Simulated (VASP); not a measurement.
# MgS (Fm-3m) in VASP: further runs

MgS is run at these levels: r2SCAN, PBE; tasks: single point, relaxation of cell and atoms.

Program: VASP 6.6.1. These are calculated values, not measurements. Logs are shortened: lines on timing, memory, paths and dates and some standing lists are left out, and cuts for length are marked.

## (1) The cell of the first run

Symmetry: Fm-3m, No. 225, cubic system. The conventional cell has a = 5.203 Å, b = 5.203 Å, c = 5.203 Å, α = 90.00°, β = 90.00°, γ = 90.00°. Within 3.4 Å of Mg (site symmetry m-3m) lie 6 S at 2.60 Å. S (site symmetry m-3m) has 6 Mg at 2.60 Å within 3.4 Å.

## (2) Single point, r2SCAN

The input, POSCAR:

```
MgS
1.0
    0.0000000000      2.6015176528      2.6015176528
    2.6015176528      0.0000000000      2.6015176528
    2.6015176528      2.6015176528      0.0000000000
Mg S
1 1
Direct
    0.0000000000      0.0000000000      0.0000000000
    0.5000000000      0.5000000000      0.5000000000
```

The input, INCAR.step1:

```
SYSTEM = MgS
ALGO     = Normal         ! electronic algorithm
EDIFF    = 1E-4           ! SCF threshold, eV
ENCUT    = 520            ! plane-wave cutoff, eV
GGA      = PE             ! functional
ISMEAR   = 0              ! smearing method
LASPH    = .TRUE.         ! aspherical terms in the spheres
LCHARG   = .FALSE.        ! write CHGCAR
LREAL    = .FALSE.        ! projectors in reciprocal space
LWAVE    = .TRUE.         ! write WAVECAR
NBANDS   = 11             ! bands
NELM     = 60             ! most SCF steps
PREC     = Accurate       ! precision mode
SIGMA    = 0.01           ! smearing width, eV
```

The input, INCAR.step2:

```
SYSTEM = MgS
ALGO     = Normal         ! electronic algorithm
EDIFF    = 1E-6           ! SCF threshold, eV
ENCUT    = 520            ! plane-wave cutoff, eV
ISIF     = 2              ! what is computed and relaxed
ISMEAR   = 0              ! smearing method
ISTART   = 1            
LASPH    = .TRUE.         ! aspherical terms in the spheres
LCHARG   = .FALSE.        ! write CHGCAR
LMIXTAU  = .TRUE.       
LREAL    = .FALSE.        ! projectors in reciprocal space
LWAVE    = .FALSE.        ! write WAVECAR
METAGGA  = R2SCAN         ! meta-GGA
NBANDS   = 11             ! bands
NELM     = 60             ! most SCF steps
PREC     = Accurate       ! precision mode
SIGMA    = 0.01           ! smearing width, eV
```

The input, KPOINTS:

```
k-points
0
G
  8 8 8
  0 0 0
```

Potentials or basis: VASP PAW PBE potentials, release 64 (Mg, S).

Started as:

```bash
cat potpaw_PBE.64/Mg/POTCAR potpaw_PBE.64/S/POTCAR > POTCAR
cp INCAR.step1 INCAR
mpirun -np 1 vasp_std > vasp.out
cp INCAR.step2 INCAR
mpirun -np 1 vasp_std > vasp.out
```

OUTCAR:

```text
SYSTEM = MgS
   EDIFF = 1E-6
   ENCUT = 520
   ISIF = 2
   ISMEAR = 0
   ISTART = 1
   LASPH = .TRUE.
   LREAL = .FALSE.
   METAGGA = R2SCAN
   NELM = 60
   PREC = Accurate

 ion  position               nearest neighbor table
   1  0.000  0.000  0.000-   2 2.60   2 2.60   2 2.60   2 2.60   2 2.60   2 2.60
   2  0.500  0.500  0.500-   1 2.60   1 2.60   1 2.60   1 2.60   1 2.60   1 2.60

  LATTYP: Found a face centered cubic cell.
 ALAT       =     5.2030353056

  Lattice vectors:

 A1 = (   0.0000000000,   2.6015176528,   2.6015176528)
 A2 = (   2.6015176528,   0.0000000000,   2.6015176528)
 A3 = (   2.6015176528,   2.6015176528,   0.0000000000)

Analysis of symmetry for initial positions (statically):
=====================================================================
 Subroutine PRICEL returns:
 Original cell was already a primitive cell.

 Routine SETGRP: Setting up the symmetry group for a
 face centered cubic supercell.

 Subroutine GETGRP returns: Found 48 space group operations
 (whereof 48 operations were pure point group operations)
 out of a pool of 48 trial point group operations.

The static configuration has the point symmetry O_h .

Analysis of symmetry for dynamics (positions and initial velocities):
=====================================================================
 Subroutine PRICEL returns:
 Original cell was already a primitive cell.

 Routine SETGRP: Setting up the symmetry group for a
 face centered cubic supercell.

 Subroutine GETGRP returns: Found 48 space group operations
 (whereof 48 operations were pure point group operations)
 out of a pool of 48 trial point group operations.

The dynamic configuration has the point symmetry O_h .

 Subroutine INISYM returns: Found 48 space group operations
 (whereof 48 operations are pure point group operations),
 and found     1 'primitive' translations

----------------------------------------------------------------------------------------

                                     Primitive cell

  volume of cell :      35.2136

  direct lattice vectors                    reciprocal lattice vectors
     0.000000000  2.601517653  2.601517653    -0.192195505  0.192195505  0.192195505
     2.601517653  0.000000000  2.601517653     0.192195505 -0.192195505  0.192195505
     2.601517653  2.601517653  0.000000000     0.192195505  0.192195505 -0.192195505

  length of vectors
     3.679101547  3.679101547  3.679101547     0.332892380  0.332892380  0.332892380

  position of ions in fractional coordinates (direct lattice)
     0.000000000  0.000000000  0.000000000
     0.500000000  0.500000000  0.500000000

  ion indices of the primitive-cell ions
   primitive index   ion index
                 1           1
                 2           2

----------------------------------------------------------------------------------------

 KPOINTS: k-points

Automatic generation of k-mesh.
 Grid dimensions read from file:
 generate k-points for:    8    8    8

 Generating k-lattice:

  Cartesian coordinates                     Fractional coordinates (reciprocal lattice)
    -0.024024438  0.024024438  0.024024438     0.125000000  0.000000000  0.000000000
     0.024024438 -0.024024438  0.024024438     0.000000000  0.125000000  0.000000000
     0.024024438  0.024024438 -0.024024438     0.000000000  0.000000000  0.125000000

  Length of vectors
     0.041611548  0.041611548  0.041611548

  Shift w.r.t. Gamma in fractional coordinates (k-lattice)
     0.000000000  0.000000000  0.000000000

 Subroutine IBZKPT returns following result:
 ===========================================

 Found     29 irreducible k-points:

 Following reciprocal coordinates:
            Coordinates               Weight
  0.000000  0.000000  0.000000      1.000000
  0.125000  0.000000  0.000000      8.000000
  0.250000  0.000000  0.000000      8.000000
  0.375000  0.000000  0.000000      8.000000
  0.500000  0.000000  0.000000      4.000000
  0.125000  0.125000  0.000000      6.000000
[... 16 lines left out ...]
  0.500000  0.250000  0.125000     48.000000
 -0.375000  0.250000  0.125000     24.000000
 [... further k-points ...]
   k-points           NKPTS =     29   k-points in BZ     NKDIM =     29   number of bands    NBANDS=     11
   number of dos      NEDOS =    301   number of ions     NIONS =      2
   total plane-waves  NPLWV =  21952
   dimension x,y,z NGX =    28 NGY =   28 NGZ =   28
   dimension x,y,z NGXF=    56 NGYF=   56 NGZF=   56
   ions per type =               1   1
   NGX,Y,Z   is equivalent  to a cutoff of  12.65, 12.65, 12.65 a.u.
   NGXF,Y,Z  is equivalent  to a cutoff of  25.30, 25.30, 25.30 a.u.
 SYSTEM =  MgS
   PREC   = accura    normal or accurate (medium, high low for compatibility)
   ISTART =      1    job   : 0-new  1-cont  2-samecut
   ICHARG =      0    charge: 1-file 2-atom 10-const
   ISPIN  =      1    spin polarized calculation?
   LNONCOLLINEAR =      F non collinear calculations
   LSORBIT =      F    spin-orbit coupling
   LASPH  =      T    aspherical Exc in radial PAW
   ENCUT  =  520.0 eV  38.22 Ry    6.18 a.u.   6.84  6.84  6.84*2*pi/ulx,y,z
   NELM   =     60;   NELMIN=  2; NELMDL=  0     # of ELM steps
   EDIFF  = 0.1E-05   stopping-criterion for ELM
   LREAL  =      F    real-space projection
   EDIFFG = 0.1E-04   stopping-criterion for IOM
   NSW    =      0    number of steps for IOM
   IBRION =     -1    ionic relax: 0-MD 1-quasi-New 2-CG
   NFREE  =      0    steps in history (QN), initial steepest desc. (CG)
   ISIF   =      2    stress and relaxation
   ISYM   =      2    0-nonsym 1-usesym 2-fastsym
   POTIM  = 0.5000    time-step for ionic-motion
   TEBEG  =    0.0;   TEEND  =   0.0 temperature during run
   PSTRESS=    0.0 pullay stress
   NELECT =       8.0000    total number of electrons
   NUPDOWN=      -1.0000    fix difference up-down
   EMIN   =  10.00;   EMAX   =-10.00  energy-range for DOS
   EFERMI =   0.00;   METHOD = LEGACY
   ISMEAR =     0;   SIGMA  =   0.01  broadening in eV -4-tet -1-fermi 0-gaus
   EFERMI_NEDOS =   21; number of points for ismear=-14 and -15
   IALGO  =     38    algorithm
   IMIX   =      4    mixing-type and parameters
     AMIX     =   0.40;   BMIX     =  1.00
     AMIX_MAG =   1.60;   BMIX_MAG =  1.00
  volume/ion in A,a.u.               =      17.61       118.82
  Fermi-wavevector in a.u.,A,eV,Ry     =   0.998929  1.887703 13.576704  0.997860
  Thomas-Fermi vector in A             =   2.131186
   LORBIT       =      0    0 simple, 1 ext, 2 COOP (PROOUT), +10 PAW based schemes
   METAGGA = R2SCAN    functional components
   LHFCALC =     F    Hartree Fock is set to
   AEXX    =    0.0000 exact exchange contribution
   IVDW    =     0    specifies the selected vdW correction
   LEPSILON=     F    determine dielectric tensor
   LRPA    =     F    only Hartree local field effects (RPA)
 non-spin polarized calculation
 Gauss-broadening in eV      SIGMA  =   0.01
  energy-cutoff  :      520.00
  volume of cell :       35.21
 maximum number of plane-waves:       960
   NGX = 13   NGY = 13   NGZ = 13

 number of electron       8.0000000 magnetization

 Free energy of the ion-electron system (eV)
  ---------------------------------------------------
  ext. energy  EPLUGINS =         0.00000000
  ---------------------------------------------------
  free energy    TOTEN  =       -15.51052683 eV

  energy without entropy =      -15.51052683  energy(sigma->0) =      -15.51052683

 E-fermi :   3.5445     XC(G=0): -10.0906

 val. band max:        3.4942290915   @ k =   0.0000   0.0000   0.0000
 cond. band min:       6.9282696424   @ k =   0.5000   0.5000   0.0000
 fundamental gap:      3.4340405509
 Fermi energy:         3.5445397950

 k-point     1 :       0.0000    0.0000    0.0000
  band No.  band energies     occupation
      1      -9.6895      2.00000
      2       3.4942      2.00000
      3       3.4942      2.00000
      4       3.4942      2.00000
      5       8.1104      0.00000
      6      12.0251      0.00000
      7      12.0251      0.00000
      8      12.0251      0.00000
      9      14.4359      0.00000
     10      14.4359      0.00000
     11      17.0380      0.00000

 k-point     2 :       0.1250    0.0000    0.0000
  band No.  band energies     occupation
      1      -9.5343      2.00000
      2       2.4811      2.00000
      3       3.3887      2.00000
      4       3.3887      2.00000
      5       8.8662      0.00000
      6      11.7550      0.00000
      7      12.2872      0.00000
      8      12.2872      0.00000
      9      13.8491      0.00000
     10      13.8491      0.00000
     11      17.2811      0.00000

 k-point     3 :       0.2500    0.0000    0.0000
  band No.  band energies     occupation
      1      -9.1156      2.00000
      2       0.6960      2.00000
      3       3.1574      2.00000
      4       3.1574      2.00000
      5       9.2016      0.00000
      6      11.9227      0.00000
      7      11.9228      0.00000
      8      12.6209      0.00000
      9      14.4650      0.00000
     10      14.4650      0.00000
     11      16.4625      0.00000

 k-point     4 :       0.3750    0.0000    0.0000
  band No.  band energies     occupation
      1      -8.6074      2.00000
      2      -0.7884      2.00000
      3       2.9526      2.00000
      4       2.9526      2.00000
      5       8.8649      0.00000
      6      11.2485      0.00000
      7      11.2486      0.00000
      8      14.3096      0.00000
      9      16.1163      0.00000
     10      16.4986      0.00000
     11      16.4986      0.00000
[... 239 lines left out ...]
 k-point    22 :       0.3750    0.2500    0.1250
  band No.  band energies     occupation
      1      -8.7878      2.00000
      2       0.4235      2.00000
      3       2.0178      2.00000
      4       2.7997      2.00000
      5      10.0131      0.00000
      6      10.5819      0.00000
      7      11.3161      0.00000
      8      13.4413      0.00000
      9      14.3315      0.00000
     10      17.2829      0.00000
     11      19.5222      0.00000

 k-point    23 :       0.5000    0.2500    0.1250
  band No.  band energies     occupation
      1      -8.3587      2.00000
      2      -0.4461      2.00000
      3       1.4740      2.00000
      4       2.4827      2.00000
      5       9.7758      0.00000
      6      10.5524      0.00000
      7      11.9907      0.00000
      8      13.2569      0.00000
      9      16.0014      0.00000
     10      18.7742      0.00000
     11      19.4930      0.00000

 k-point    24 :      -0.3750    0.2500    0.1250
  band No.  band energies     occupation
      1      -8.1545      2.00000
      2      -0.8513      2.00000
      3       1.3292      2.00000
      4       2.3199      2.00000
      5       9.7146      0.00000
      6      10.2698      0.00000
      7      12.5937      0.00000
      8      13.7219      0.00000
      9      16.6171      0.00000
     10      17.8823      0.00000
     11      19.9384      0.00000

 [... further k-points ...]
[... 5 lines left out ...]
  --------------------------------------------------------------------------------------
  -------------------------------------------------------------------------------------
  Total       -0.1024635     -0.1024635     -0.1024635      0.0000000      0.0000000     -0.0000000
  in kB       -4.6619685     -4.6619685     -4.6619685      0.0000000      0.0000000     -0.0000000
  external PRESSURE =      -4.6619685 kB  Pullay stress =       0.0000000 kB

 VOLUME and BASIS-vectors are now :
 -----------------------------------------------------------------------------
  energy-cutoff  :      520.00
  volume of cell :       35.21
      direct lattice vectors                 reciprocal lattice vectors
     0.000000000  2.601517653  2.601517653    -0.192195505  0.192195505  0.192195505
     2.601517653  0.000000000  2.601517653     0.192195505 -0.192195505  0.192195505
     2.601517653  2.601517653  0.000000000     0.192195505  0.192195505 -0.192195505

 POSITION                                       TOTAL-FORCE (eV/Angst)
 -----------------------------------------------------------------------------------
      0.00000      0.00000      0.00000         0.000000      0.000000     -0.000000
      2.60152      2.60152      2.60152        -0.000000     -0.000000      0.000000
 -----------------------------------------------------------------------------------
    total drift:                                0.000000      0.000000      0.000000

  FREE ENERGIE OF THE ION-ELECTRON SYSTEM (eV)
  ---------------------------------------------------
  free  energy   TOTEN  =       -15.5105268289 eV

  energy  without entropy=      -15.5105268289  energy(sigma->0) =      -15.51052683
```

Wall time 28 s (1 thread of Intel Xeon 6975P-C (Granite Rapids), shared host); peak memory 0.16 GiB.

Results:

```yaml
Free_energy: -15.5105 eV
Pressure: -0.5 GPa
Band_gap_on_the_k_mesh: 3.43 eV, indirect (least direct gap 4.62 eV)
```

Levels at points of the mesh, in eV from the valence-band top:
```tsv
k point	band 2	band 3	band 4	band 5	band 6	band 7
(0.00, 0.00, 0.00)	0.00	0.00	0.00	4.62	8.53	8.53
(0.50, 0.00, 0.00)	-4.88	-0.62	-0.62	5.22	7.50	7.50
(0.50, 0.50, 0.00)	-4.27	-1.73	-1.73	3.43	4.93	13.14
```

Caveat: the PAW data sets were made with another functional, which shifts forces and pressure a little.

## (3) Relaxation of cell and atoms, PBE

This run uses another cell than the first one, of 17.67 Å³/atom, 1.003 times its volume.

The input, INCAR:

```
PREC = Accurate
ENCUT = 600
EDIFF = 1E-6
ISMEAR = -1
SIGMA = 0.02
LREAL = False
LASPH = True
NELM = 80
ALGO = Normal
ISIF = 3
LWAVE = False
LCHARG = False
GGA = PE
IBRION = 2
NSW = 80
EDIFFG = -0.005
```

The input, KPOINTS:

```
regular mesh
0
Gamma
  8 8 8
```

The input, POSCAR:

```
MgS
1.0
    0.0000000000      2.6043975556      2.6043975556
    2.6043975556      0.0000000000      2.6043975556
    2.6043975556      2.6043975556      0.0000000000
Mg S
1 1
Direct
    0.0000000000      0.0000000000      0.0000000000
    0.5000000000      0.5000000000      0.5000000000
```

Potentials or basis: VASP PAW PBE potentials, release 64 (Mg, S).

Started as:

```bash
cat potpaw_PBE.64/Mg/POTCAR potpaw_PBE.64/S/POTCAR > POTCAR
mpirun -np 1 vasp_std > vasp.out
```

Run time: 9.6 s. Hardware: 1 thread of Intel Xeon 6975P-C (Granite Rapids), shared host; peak memory 0.17 GiB.

Results (log left out):

- Free energy: -8.5034 eV
- Relaxed volume: 17.81 Å³/atom
- Relaxed cell: a = 3.693 Å, b = 3.693 Å, c = 3.693 Å, α = 60.00°, β = 60.00°, γ = 60.00°
- Space group after relaxing (to 0.05 Å): Fm-3m (No. 225)
- Energy gained by relaxing: 0.3 meV/atom
- Ionic steps: 3
- Pressure after relaxing: 0.0 GPa
- Band gap on the k mesh: 2.75 eV, indirect (least direct gap 3.62 eV)

The path:
| step | energy change (eV) | largest force (eV/Å) | pressure (GPa) | volume (Å³) |
| --- | --- | --- | --- | --- |
| 1 | 0.0000 | 0.0000 | 0.64 | 35.33 |
| 2 | -0.0006 | 0.0000 | -0.14 | 35.69 |
| 3 | -0.0006 | 0.0000 | 0.00 | 35.63 |

Final structure:
```
CELL_PARAMETERS angstrom
0.00000 2.61168 2.61168
2.61168 0.00000 2.61168
2.61168 2.61168 0.00000
ATOMIC_POSITIONS crystal
Mg 0.00000 0.00000 0.00000
S 0.50000 0.50000 0.50000
```

Levels at points of the mesh, in eV from the valence-band top:
```
           k point  band 2  band 3  band 4  band 5  band 6  band 7
(0.00, 0.00, 0.00)    0.00    0.00    0.00    3.62    7.96    7.96
(0.50, 0.00, 0.00)   -4.77   -0.58   -0.58    4.53    6.89    6.89
(0.50, 0.50, 0.00)   -4.13   -1.66   -1.66    2.75    4.43   11.89
```
